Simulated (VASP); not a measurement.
# Y (Pm-3m) in VASP: a series of runs

Runs on Y. Level: revPBE. Tasks: single point.

Program: VASP 6.6.1. These are calculated values, not measurements. Logs are shortened: lines on timing, memory, paths and dates and some standing lists are left out, and cuts for length are marked.

## Step 1: The cell of the first run

The structure is cubic, space group Pm-3m (No. 221). The conventional cell has a = 3.220 Å, b = 3.220 Å, c = 3.220 Å, α = 90.00°, β = 90.00°, γ = 90.00°. Y (site symmetry m-3m) has 6 Y at 3.22 Å within 4.2 Å.

## Step 2: Single point, revPBE (volume scaled by 0.92)

Input file INCAR:

```
SYSTEM = Y
PREC     = Accurate       ! precision mode
ENCUT    = 520            ! plane-wave cutoff, eV
EDIFF    = 1E-7           ! SCF threshold, eV
ISMEAR   = -1             ! smearing method
SIGMA    = 0.1            ! smearing width, eV
LREAL    = .FALSE.        ! projectors in reciprocal space
LASPH    = .TRUE.         ! aspherical terms in the spheres
NELM     = 60             ! most SCF steps
ALGO     = Normal         ! electronic algorithm
ISIF     = 2              ! what is computed and relaxed
LWAVE    = .FALSE.        ! write WAVECAR
LCHARG   = .TRUE.         ! write CHGCAR
GGA      = RE             ! functional
LELF     = .TRUE.         ! ELF
LVHAR    = .TRUE.       
NBANDS   = 12             ! bands
```

Input file KPOINTS:

```
Automatic mesh
0
G
  11 11 11
  0 0 0
```

Input file POSCAR:

```
Y
1.0
    3.2195832816      0.0000000000      0.0000000000
    0.0000000000      3.2195832816      0.0000000000
    0.0000000000      0.0000000000      3.2195832816
Y
1
Direct
    0.0000000000      0.0000000000      0.0000000000
```

Potentials or basis: VASP PAW PBE potentials, release 64 (Y_sv).

Run with:

```bash
$ cat potpaw_PBE.64/Y_sv/POTCAR > POTCAR
$ mpirun -np 1 vasp_std > vasp.out
```

OUTCAR:

```text
SYSTEM = Y
   PREC = Accurate
   ENCUT = 520
   EDIFF = 1E-7
   ISMEAR = -1
   LREAL = .FALSE.
   LASPH = .TRUE.
   NELM = 60
   ISIF = 2
   GGA = RE

 ion  position               nearest neighbor table
   1  0.000  0.000  0.000-

  LATTYP: Found a simple cubic cell.
 ALAT       =     3.2195832816

  Lattice vectors:

 A1 = (   3.2195832816,   0.0000000000,   0.0000000000)
 A2 = (   0.0000000000,   3.2195832816,   0.0000000000)
 A3 = (   0.0000000000,   0.0000000000,   3.2195832816)

Analysis of symmetry for initial positions (statically):
=====================================================================
 Subroutine PRICEL returns:
 Original cell was already a primitive cell.

 Routine SETGRP: Setting up the symmetry group for a
 simple cubic supercell.

 Subroutine GETGRP returns: Found 48 space group operations
 (whereof 48 operations were pure point group operations)
 out of a pool of 48 trial point group operations.

The static configuration has the point symmetry O_h .

Analysis of symmetry for dynamics (positions and initial velocities):
=====================================================================
 Subroutine PRICEL returns:
 Original cell was already a primitive cell.

 Routine SETGRP: Setting up the symmetry group for a
 simple cubic supercell.

 Subroutine GETGRP returns: Found 48 space group operations
 (whereof 48 operations were pure point group operations)
 out of a pool of 48 trial point group operations.

The dynamic configuration has the point symmetry O_h .

 Subroutine INISYM returns: Found 48 space group operations
 (whereof 48 operations are pure point group operations),
 and found     1 'primitive' translations

----------------------------------------------------------------------------------------

                                     Primitive cell

  volume of cell :      33.3733

  direct lattice vectors                    reciprocal lattice vectors
     3.219583282  0.000000000  0.000000000     0.310599203  0.000000000  0.000000000
     0.000000000  3.219583282  0.000000000     0.000000000  0.310599203  0.000000000
     0.000000000  0.000000000  3.219583282     0.000000000  0.000000000  0.310599203

  length of vectors
     3.219583282  3.219583282  3.219583282     0.310599203  0.310599203  0.310599203

  position of ions in fractional coordinates (direct lattice)
[... 76 lines left out ...]
   NELM   =     60;   NELMIN=  2; NELMDL= -5     # of ELM steps
   EDIFF  = 0.1E-06   stopping-criterion for ELM
   LREAL  =      F    real-space projection
   EDIFFG = 0.1E-05   stopping-criterion for IOM
   NSW    =      0    number of steps for IOM
   IBRION =     -1    ionic relax: 0-MD 1-quasi-New 2-CG
   NFREE  =      0    steps in history (QN), initial steepest desc. (CG)
   ISIF   =      2    stress and relaxation
   ISYM   =      2    0-nonsym 1-usesym 2-fastsym
   POTIM  = 0.5000    time-step for ionic-motion
   TEBEG  =    0.0;   TEEND  =   0.0 temperature during run
   PSTRESS=    0.0 pullay stress
   NELECT =      11.0000    total number of electrons
   NUPDOWN=      -1.0000    fix difference up-down
   EMIN   =  10.00;   EMAX   =-10.00  energy-range for DOS
   EFERMI =   0.00;   METHOD = LEGACY
   ISMEAR =    -1;   SIGMA  =   0.10  broadening in eV -4-tet -1-fermi 0-gaus
   EFERMI_NEDOS =   21; number of points for ismear=-14 and -15
   IALGO  =     38    algorithm
   IMIX   =      4    mixing-type and parameters
     AMIX     =   0.40;   BMIX     =  1.00
     AMIX_MAG =   1.60;   BMIX_MAG =  1.00
  volume/ion in A,a.u.               =      33.37       225.21
  Fermi-wavevector in a.u.,A,eV,Ry     =   1.130853  2.137002 17.399511  1.278828
  Thomas-Fermi vector in A             =   2.267550
   LORBIT       =      0    0 simple, 1 ext, 2 COOP (PROOUT), +10 PAW based schemes
   GGA     = RE    functional components
   LHFCALC =     F    Hartree Fock is set to
   AEXX    =    0.0000 exact exchange contribution
   IVDW    =     0    specifies the selected vdW correction
   LEPSILON=     F    determine dielectric tensor
   LRPA    =     F    only Hartree local field effects (RPA)
 non-spin polarized calculation
  energy-cutoff  :      520.00
  volume of cell :       33.37
 maximum number of plane-waves:       913
 NGX is ok and might be reduce to    24
   NGX = 11   NGY = 11   NGZ = 11

 number of electron      11.0000000 magnetization

 Free energy of the ion-electron system (eV)
  ---------------------------------------------------
  ext. energy  EPLUGINS =         0.00000000
  ---------------------------------------------------
  free energy    TOTEN  =        -5.39280614 eV

  energy without entropy =       -5.31612640  energy(sigma->0) =       -5.35446627

 E-fermi :   3.0025     XC(G=0):  -9.2488

 val. band max:        2.9953247212   @ k =   0.2727   0.0909   0.0909
 cond. band min:       3.0130650967   @ k =   0.3636   0.3636   0.0909
 fundamental gap:      0.0177403754
 Fermi energy:         3.0024558300

 k-point     1 :       0.0000    0.0000    0.0000
  band No.  band energies     occupation
      1     -39.9729      2.00000
      2     -19.5834      2.00000
      3     -19.5834      2.00000
      4     -19.5834      2.00000
      5      -1.5291      2.00000
      6       2.3480      1.99713
      7       2.3480      1.99713
      8       8.4072      0.00000
      9       8.4072      0.00000
     10       8.4072      0.00000
     11      13.4107      0.00000
     12      13.4107      0.00000
[... 331 lines left out ...]
 k-point    24 :       0.2727    0.0909    0.0909
  band No.  band energies     occupation
      1     -39.9164      2.00000
      2     -20.0303      2.00000
      3     -19.6049      2.00000
      4     -19.5981      2.00000
      5       0.0728      2.00000
      6       2.9953      1.03564
      7       3.4163      0.03139
      8       6.3423      0.00000
      9       6.4279      0.00000
     10       7.9860      0.00000
     11      11.0339      0.00000
     12      14.7857      0.00000

 [... further k-points ...]
[... 5 lines left out ...]
  --------------------------------------------------------------------------------------
  -------------------------------------------------------------------------------------
  Total        0.4665890      0.4665890      0.4665890      0.0000000     -0.0000000      0.0000000
  in kB       22.3999025     22.3999025     22.3999025      0.0000000     -0.0000000      0.0000000
  external PRESSURE =      22.3999025 kB  Pullay stress =       0.0000000 kB

 VOLUME and BASIS-vectors are now :
 -----------------------------------------------------------------------------
  energy-cutoff  :      520.00
  volume of cell :       33.37
      direct lattice vectors                 reciprocal lattice vectors
     3.219583282  0.000000000  0.000000000     0.310599203  0.000000000  0.000000000
     0.000000000  3.219583282  0.000000000     0.000000000  0.310599203  0.000000000
     0.000000000  0.000000000  3.219583282     0.000000000  0.000000000  0.310599203

 POSITION                                       TOTAL-FORCE (eV/Angst)
 -----------------------------------------------------------------------------------
      0.00000      0.00000      0.00000         0.000000      0.000000      0.000000
 -----------------------------------------------------------------------------------
    total drift:                                0.000000      0.000000      0.000000

  FREE ENERGIE OF THE ION-ELECTRON SYSTEM (eV)
  ---------------------------------------------------
  free  energy   TOTEN  =        -5.3928061359 eV

  energy  without entropy=       -5.3161264028  energy(sigma->0) =       -5.35446627
```

stdout:

```text
POSCAR found type information on POSCAR Y
 POSCAR found :  1 types and       1 ions
 scaLAPACK will be used
 -----------------------------------------------------------------------------
|                                                                             |
|                                                                             |
|     You enforced a specific xc type in the INCAR file but a different       |
|     I HOPE YOU KNOW WHAT YOU ARE DOING!                                     |
|                                                                             |
 -----------------------------------------------------------------------------

 LDA part: xc-table for (Slater+PW92), standard interpolation
 POSCAR, INCAR and KPOINTS ok, starting setup
 FFT: planning ... GRIDC
 FFT: planning ... GRID_SOFT
 FFT: planning ... GRID
 WAVECAR not read
 entering main loop
```

It took 7.8 s on 1 thread of Intel Xeon 6975P-C (Granite Rapids), shared host; peak memory 0.16 GiB.

Results:

| Item | Value |
| --- | --- |
| Free energy | -5.3928 eV |
| Pressure | 2.2 GPa |

Caveat: the cell differs from its parent crystal (volume scaled by 0.92); the PAW data sets were made with another functional, which shifts forces and pressure a little.

## Step 3: Single point, revPBE (volume scaled by 0.96)

Input file INCAR:

```
PREC = Accurate
ENCUT = 520
EDIFF = 1E-6
ISMEAR = -1
SIGMA = 0.1
LREAL = F
LASPH = T
NELM = 100
ALGO = Normal
ISIF = 2
LWAVE = F
LCHARG = F
GGA = RE
NBANDS = 12
```

Input file KPOINTS:

```
Automatic mesh
0
Gamma
  11 11 11
```

Input file POSCAR:

```
Y
1.0
    3.2655835433      0.0000000000      0.0000000000
    0.0000000000      3.2655835433      0.0000000000
    0.0000000000      0.0000000000      3.2655835433
Y
1
Direct
    0.0000000000      0.0000000000      0.0000000000
```

Potentials or basis: VASP PAW PBE potentials, release 64 (Y_sv).

Run with:

```bash
$ cat potpaw_PBE.64/Y_sv/POTCAR > POTCAR
$ mpirun -np 1 vasp_std > vasp.out
```

Run time: 6.4 s. Hardware: 1 thread of Intel Xeon 6975P-C (Granite Rapids), shared host; peak memory 0.16 GiB.

The run converged. Its results:

```yaml
Free_energy: -5.4072 eV
Pressure: 0.9 GPa
```

Levels at points of the mesh, in eV from the Fermi level:
```tsv
k point	band 1	band 2	band 3	band 4	band 5	band 6	band 7	band 8	band 9	band 10
(0.00, 0.00, 0.00)	-43.05	-22.70	-22.70	-22.70	-4.47	-0.60	-0.60	5.18	5.18	5.18
```

Caveat: the cell differs from its parent crystal (volume scaled by 0.96); the PAW data sets were made with another functional, which shifts forces and pressure a little.

## Step 4: Single point, revPBE

This run uses another cell than the first one, of 36.28 Å³/atom, 1.087 times its volume.

Input file INCAR:

```
PREC = Accurate ; ENCUT = 520
EDIFF = 1E-6 ; ISMEAR = -1
SIGMA = 0.1 ; LREAL = F
LASPH = T ; NELM = 60
ALGO = Normal ; ISIF = 2
LWAVE = F ; LCHARG = T
GGA = RE ; LELF = T
LVHAR = T ; NBANDS = 12
```

Input file KPOINTS:

```
Automatic mesh
0
Gamma
  10 10 10
```

Input file POSCAR:

```
Y
1.0
    3.3103231240      0.0000000000      0.0000000000
    0.0000000000      3.3103231240      0.0000000000
    0.0000000000      0.0000000000      3.3103231240
Y
1
Direct
    0.0000000000      0.0000000000      0.0000000000
```

Run with:

```bash
$ cat potpaw_PBE.64/Y_sv/POTCAR > POTCAR
$ mpirun -np 1 vasp_std > vasp.out
```

Run time: 11 s. Hardware: 1 thread of Intel Xeon 6975P-C (Granite Rapids), shared host; peak memory 0.18 GiB.

The run converged. Its results:

| Quantity | Value |
| --- | --- |
| Free energy | -5.4092 eV |
| Pressure | 0.0 GPa |

Levels at points of the mesh, in eV from the Fermi level:
```csv
k point,band 4,band 5,band 6,band 7,band 8,band 9
"(0.00, 0.00, 0.00)",-22.81,-4.41,-0.55,-0.55,4.96,4.96
"(0.50, 0.00, 0.00)",-22.75,-1.76,-0.10,0.12,2.66,2.66
"(0.50, 0.50, 0.00)",-22.70,-1.70,0.12,3.17,3.17,3.31
"(0.50, 0.50, 0.50)",-23.26,-0.49,-0.49,-0.49,5.50,6.52
```

Caveat: the PAW data sets were made with another functional, which shifts forces and pressure a little.

## Step 5: Single point, revPBE (volume scaled by 1.04)

Input file INCAR:

```
PREC     = Accurate       # precision mode
ENCUT    = 520            # plane-wave cutoff, eV
EDIFF    = 1E-6           # SCF threshold, eV
ISMEAR   = -1             # smearing method
SIGMA    = 0.1            # smearing width, eV
LREAL    = F              # projectors in reciprocal space
LASPH    = T              # aspherical terms in the spheres
NELM     = 100            # most SCF steps
ALGO     = Normal         # electronic algorithm
ISIF     = 2              # what is computed and relaxed
LWAVE    = F              # write WAVECAR
LCHARG   = T              # write CHGCAR
GGA      = RE             # functional
LELF     = T              # ELF
LVHAR    = T            
NBANDS   = 12             # bands
```

Input file KPOINTS:

```
regular mesh
0
Gamma
  11 11 11
```

Input file POSCAR:

```
Y
1.0
    3.3538850027      0.0000000000      0.0000000000
    0.0000000000      3.3538850027      0.0000000000
    0.0000000000      0.0000000000      3.3538850027
Y
1
Direct
    0.0000000000      0.0000000000      0.0000000000
```

Run with:

```bash
$ cat potpaw_PBE.64/Y_sv/POTCAR > POTCAR
$ mpirun -np 1 vasp_std > vasp.out
```

It took 11 s on 1 thread of Intel Xeon 6975P-C (Granite Rapids), shared host; peak memory 0.18 GiB.

Results (log left out):

```
Free energy : -5.4060 eV
Pressure    : -1.0 GPa
```

Levels at points of the mesh, in eV from the Fermi level:
```
           k point  band 1  band 2  band 3  band 4  band 5  band 6  band 7  band 8  band 9  band 10
(0.00, 0.00, 0.00)  -43.20  -22.91  -22.91  -22.91   -4.34   -0.50   -0.50    4.76    4.76     4.76
```

Caveat: the cell differs from its parent crystal (volume scaled by 1.04); the PAW data sets were made with another functional, which shifts forces and pressure a little.

## Step 6: Single point, revPBE (volume scaled by 1.08)

Input file INCAR:

```
SYSTEM = Y
  ALGO = Normal
  EDIFF = 1E-6
  ENCUT = 520
  GGA = RE
  ISIF = 2
  ISMEAR = -1
  LASPH = .TRUE.
  LCHARG = .FALSE.
  LREAL = .FALSE.
  LWAVE = .FALSE.
  NBANDS = 12
  NELM = 60
  PREC = Accurate
  SIGMA = 0.1
```

Input file KPOINTS:

```
k-points
0
G
  11 11 11
  0 0 0
```

Input file POSCAR:

```
Y
1.0
    3.3963437506      0.0000000000      0.0000000000
    0.0000000000      3.3963437506      0.0000000000
    0.0000000000      0.0000000000      3.3963437506
Y
1
Direct
    0.0000000000      0.0000000000      0.0000000000
```

Potentials or basis: VASP PAW PBE potentials, release 64 (Y_sv).

Run with:

```bash
$ cat potpaw_PBE.64/Y_sv/POTCAR > POTCAR
$ mpirun -np 1 vasp_std > vasp.out
```

Wall time 11 s (1 thread of Intel Xeon 6975P-C (Granite Rapids), shared host); peak memory 0.18 GiB.

Results (log left out):

| Quantity | Value |
| --- | --- |
| Free energy | -5.3933 eV |
| Pressure | -1.8 GPa |

Levels at points of the mesh, in eV from the Fermi level:
```
           k point  band 3  band 4  band 5  band 6  band 7  band 8
(0.00, 0.00, 0.00)  -23.01  -23.01   -4.28   -0.46   -0.46    4.58
```

Caveat: the cell differs from its parent crystal (volume scaled by 1.08); the PAW data sets were made with another functional, which shifts forces and pressure a little.

## Step 7: Summary

| cell | k mesh | gap on the mesh (eV) | pressure (GPa) |
| --- | --- | --- | --- |
| a = 3.220 Å, 1 atom | 11 × 11 × 11 | none | 2.2 |
| a = 3.266 Å, 1 atom | 11 × 11 × 11 | none | 0.9 |
| a = 3.310 Å, 1 atom | 10 × 10 × 10 | none | 0.0 |
| a = 3.354 Å, 1 atom | 11 × 11 × 11 | none | -1.0 |
| a = 3.396 Å, 1 atom | 11 × 11 × 11 | none | -1.8 |

Alike in all rows: task single point; level revPBE; potentials or basis VASP PAW PBE potentials, release 64 (Y_sv); no spin polarisation; cutoff (eV) 520; smearing fermi-dirac 0.1 eV.

Caveats: the PAW data sets were made with another functional, which shifts forces and pressure a little.

Absolute energies hang on the potentials; compare differences alone.
